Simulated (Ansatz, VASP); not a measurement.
# Zr: VASP beside Ansatz

The input INCAR:

```
SYSTEM = Zr
PREC = Accurate
ENCUT = 600
EDIFF = 1E-6
ISMEAR = -1
SIGMA = 0.05
LREAL = .FALSE.
LASPH = .TRUE.
NELM = 60
ALGO = Normal
ISIF = 3
LWAVE = .FALSE.
LCHARG = .FALSE.
GGA = PS
IBRION = 2
NSW = 60
EDIFFG = -0.01
```

Contents of KPOINTS:

```
Automatic mesh
0
G
  9 9 5
  0 0 0
```

POSCAR

```
Zr
1.0
    3.2320000000      0.0000000000      0.0000000000
   -1.6160000000      2.7989941050      0.0000000000
    0.0000000000      0.0000000000      5.1470000000
Zr
2
Direct
    0.6666666667      0.3333333333      0.7500000000
    0.3333333333      0.6666666667      0.2500000000
```

File input.yaml:

```yaml
crystal:
  lattice:
    - [3.232, 0.0, 0.0]
    - [-1.616, 2.798994105, 0.0]
    - [0.0, 0.0, 5.147]
  atoms:
    - { symbol: Zr, position: [0.6666666667, 0.3333333333, 0.75] }
    - { symbol: Zr, position: [0.3333333333, 0.6666666667, 0.25] }
hamiltonian:
  xc: pbesol
  pseudopotentials: { kind: paw }
kpoints:
  mp_grid: { grid: [9, 9, 5] }
scf:
  occupations: { method: fermi_dirac, width: 0.05 }
output:
  forces: true
  stress: true
  eigenvalues: true
relax:
  f_tol: 0.01
  max_steps: 40
  cell: { stress_tol: 0.05 }
```

Alike in both runs: task relaxation of cell and atoms; functional PBEsol; k mesh 9 × 9 × 5; occupations fermi-dirac, width 0.05 eV; no spin polarisation.

|  | VASP | Ansatz |
| --- | --- | --- |
| version | VASP 6.6.1 | Ansatz 0.2.0 |
| potentials or method | VASP PAW PBE potentials, release 64 (Zr_sv) | Ansatz PAW |
| plane-wave cutoff (eV) | 600 | 420 |
| valence electrons in the cell | 24 | 24 |

VASP gave:

| Property | Result |
| --- | --- |
| gap on the k mesh at the Fermi level, each at its own relaxed structure (eV) | none |
| relaxed volume (Å³/atom) | 22.47 |
| relaxed length of the cell vector where the two differ most in proportion (Å) | 5.126 |

What did Ansatz give for the same quantities?

gap on the k mesh at the Fermi level, each at its own relaxed structure (eV): none; relaxed volume (Å³/atom): 22.47; relaxed length of the cell vector where the two differ most in proportion (Å): 5.125.

VASP's potentials were made for PBE, not for PBEsol. A gap of «none» marks a metal or a gap that the smearing closes.

Noted on Ansatz's run: the plane-wave basis is chosen anew once the cell has moved, so the energies of steps on either side of that aren't comparable.
